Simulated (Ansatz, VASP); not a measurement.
One calculation of PtSe2, two programs

File INCAR:

```
PREC     = Accurate       # precision mode
ENCUT    = 520            # plane-wave cutoff, eV
EDIFF    = 1E-6           # SCF threshold, eV
ISMEAR   = 0              # smearing method
SIGMA    = 0.05           # smearing width, eV
LREAL    = False          # projectors in reciprocal space
LASPH    = True           # aspherical terms in the spheres
NELM     = 60             # most SCF steps
ALGO     = Normal         # electronic algorithm
ISIF     = 2              # what is computed and relaxed
LWAVE    = False          # write WAVECAR
LCHARG   = True           # write CHGCAR
LDIPOL   = True         
IDIPOL   = 3            
DIPOL    = 0.5 0.5 0.382
GGA      = PE             # functional
IVDW     = 12             # dispersion correction
LELF     = True           # ELF
LVHAR    = True         
LVACPOTAV= True         
NBANDS   = 31             # bands
```

The input KPOINTS:

```
Automatic mesh
0
Gamma
  9 9 1
```

Contents of POSCAR:

```
PtSe2
1.0
    3.7070358307      0.0000000000      0.0000000000
   -1.8535179153      3.2103872021      0.0000000000
    0.0000000000      0.0000000000     22.7981611688
Se Pt
4 2
Direct
    0.6666666667      0.3333333333      0.1973843402
    0.3333333333      0.6666666667      0.3135814565
    0.5000000000      1.3333333333      0.4499959672
    0.8333333333      1.0000000000      0.5661930834
    0.0000000000      0.0000000000      0.2554828983
    1.1666666667      1.6666666667      0.5080945253
```

Input for Ansatz:

```yaml
crystal:
  lattice:
    - [3.7070358035, 0.0, 0.0]
    - [-1.8535179017, 3.2103871786, 0.0]
    - [0.0, 0.0, 22.7981617435]
  atoms:
    - { symbol: Se, position: [0.6666666667, 0.3333333333, 0.1973843352] }
    - { symbol: Pt, position: [0.0, 0.0, 0.2554828982] }
    - { symbol: Se, position: [0.3333333333, 0.6666666667, 0.3135814612] }
    - { symbol: Se, position: [0.5, 1.3333333333, 0.4499959684] }
    - { symbol: Pt, position: [1.1666666667, 1.6666666667, 0.5080945314] }
    - { symbol: Se, position: [0.8333333333, 1.0, 0.5661930944] }
basis:
  ecutwfc: 420
kpoints:
  mp_grid: { grid: [9, 9, 1] }
hamiltonian:
  xc: pbe
  pseudopotentials: { kind: paw, azcp: { folder: soft_1 } }
  dispersion: d3bj
scf:
  occupations: { method: gaussian, width: 0.05 }
output:
  forces: true
  eigenvalues: true
efield:
  axis: 3
  dipole_correction: true
  ramp_width: 0.04
```

Alike in both runs: task single point; functional PBE; dispersion D3(BJ); k mesh 9 × 9 × 1; occupations gaussian, width 0.05 eV; no spin polarisation.

|  | VASP | Ansatz |
| --- | --- | --- |
| version | VASP 6.6.1 | Ansatz 0.2.0 |
| potentials or method | VASP PAW PBE potentials, release 64 (Se, Pt), cutoff 520 eV | scalar-relativistic, plane waves, PAW |
| valence electrons in the cell | 44 | 100 |

|  | VASP | Ansatz | Ansatz less VASP |
| --- | --- | --- | --- |
| gap on the k mesh at the Fermi level (eV) | 0.75 | 0.75 | +0.008 |
| least direct gap on the mesh (eV) | 1.00 | 1.01 | +0.009 |
| rms of the force components (eV/Å) | 0.042 | 0.042 | +0.0001 |

VASP's potentials hold 44 valence electrons a cell and Ansatz's 100, so a difference there can come from the potentials and not from the codes.

Spin-orbit coupling is off throughout.
